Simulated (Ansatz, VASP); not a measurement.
# One calculation of Mn, two programs

```
CELL_PARAMETERS angstrom
2.45963 0.00000 0.00000
-1.22982 2.13010 0.00000
0.00000 0.00000 7.95799
ATOMIC_POSITIONS crystal
Mn 0.00000 0.00000 0.00000
Mn 0.00000 0.00000 0.50000
Mn 0.33333 0.66667 0.25000
Mn 0.66667 0.33333 0.75000
```

Alike in both runs: functional r2SCAN; k mesh 14 × 14 × 4; occupations fermi-dirac, width 0.1 eV; no spin polarisation.

Ansatz relaxed the structure, and its values are those at the end. VASP's run is a single point on that final structure, the one shown.

```csv
,VASP,Ansatz
version,VASP 6.6.1,Ansatz 0.2.0
potentials or method,"VASP PAW PBE potentials, release 64 (Mn_pv), cutoff 520 eV","plane waves (500 eV) with PAW, scalar-relativistic"
valence electrons in the cell,52,60
```

VASP gave:

- pressure (GPa): 0.3

Q: Estimate Ansatz's values.

A: Pressure (GPa): 0.0.

VASP's potentials were made for PBE, not for r2SCAN. VASP's potentials hold 52 valence electrons a cell and Ansatz's 60, so a difference there can come from the potentials and not from the codes.
